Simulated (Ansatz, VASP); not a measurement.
# GdN: VASP beside Ansatz

The input POSCAR:

```
GdN
1.0
    2.5047496100      2.5047496100      5.0094992100
    5.0094992100      2.5047496100      2.5047496100
    2.5047496100      5.0094992100      2.5047496100
Gd N
2 2
Direct
    0.0000000000      0.0000000000      0.0000000000
    0.5000000000      0.5000000000      0.5000000000
    0.2500000000      0.2500000000      0.2500000000
    0.7500000000      0.7500000000      0.7500000000
```

File INCAR.step1:

```
SYSTEM = GdN
  ALGO = Normal
  EDIFF = 1E-4
  ENCUT = 520
  GGA = PE
  ISMEAR = -5
  ISPIN = 2
  LASPH = .True.
  LCHARG = .False.
  LMAXMIX = 6
  LREAL = .False.
  LWAVE = .True.
  MAGMOM = 7 7 0 0
  NBANDS = 35
  NELM = 150
  PREC = Accurate
  SIGMA = 0.1
```

File INCAR.step2:

```
SYSTEM = GdN
  ALGO = Normal
  EDIFF = 1E-7
  ENCUT = 520
  ISIF = 2
  ISMEAR = -5
  ISPIN = 2
  ISTART = 1
  LASPH = .True.
  LCHARG = .True.
  LELF = .True.
  LMAXMIX = 6
  LMIXTAU = .True.
  LORBIT = 11
  LREAL = .False.
  LVHAR = .True.
  LWAVE = .False.
  MAGMOM = 7 7 0 0
  METAGGA = R2SCAN
  NBANDS = 35
  NELM = 150
  PREC = Accurate
  SIGMA = 0.1
```

File KPOINTS:

```
k-points
0
Gamma
  6 6 6
  0 0 0
```

Input for Ansatz:

```yaml
crystal:
  lattice:
    - [2.50474961, 2.50474961, 5.00949921]
    - [5.00949921, 2.50474961, 2.50474961]
    - [2.50474961, 5.00949921, 2.50474961]
  atoms:
    - { symbol: Gd, position: [0.0, 0.0, 0.0], spin: 7.0 }
    - { symbol: Gd, position: [0.5, 0.5, 0.5], spin: 7.0 }
    - { symbol: "N", position: [0.25, 0.25, 0.25] }
    - { symbol: "N", position: [0.75, 0.75, 0.75] }
kpoints:
  mp_grid: { grid: [6, 6, 6], shift: [0, 0, 0] }
  band_path:
    path:
      - [0.0, 0.0, 0.0]
      - [0.5, 0.5, 1.0]
      - [0.875, 0.875, 1.25]
      - [0.75, 1.125, 1.125]
      - [0.0, 0.0, 0.0]
      - [1.0, 1.0, 1.0]
      - [0.75, 1.0, 1.25]
      - [0.5, 0.5, 1.0]
    npoints: 8
magnetization:
  spin_polarized: true
scf:
  occupations: { method: tetrahedron }
  lower_state_search: "off"
  max_iter: 200
hamiltonian:
  pseudopotentials: { kind: paw }
  xc: r2scan
basis:
  ecutwfc: 500
  fft_grid_basis: typed
output:
  forces: true
  stress: true
  eigenvalues: true
  bader: true
  populations: true
  elf: true
  write_potential: true
  volumetric_format: npy
  dos:
    e_range: [-12, 8]
    de: 0.05
    projected: { site_lists: { Gd: [Gd], "N": ["N"] } }
checkpoint:
  read: saved_state
```

Alike in both runs: task single point; functional r2SCAN; k mesh 6 × 6 × 6; occupations tetrahedron; collinear spin.

|  | VASP | Ansatz |
| --- | --- | --- |
| version | VASP 6.6.1 | Ansatz 0.2.0 |
| potentials or method | VASP PAW PBE potentials, release 64 (Gd, N), cutoff 520 eV | PAW plane waves |
| valence electrons in the cell | 46 | 46 |

VASP gave:

* pressure (GPa): -3.1
* net moment per atom (μB): 3.50
* size of the moment on the site where the two differ most (μB): 6.79

**Question.** Estimate Ansatz's values.

**Answer.** Pressure (GPa): -3.2; net moment per atom (μB): 3.50; size of the moment on the site where the two differ most (μB): 6.93.

VASP's potentials were made for PBE, not for r2SCAN. Site moments also hang on the region over which each program counts them. Ansatz's warnings: band table not solved further, product built on unsolved table, stability check not made, tetrahedron derivatives may miss energy slope.

Spin-orbit coupling is off throughout.
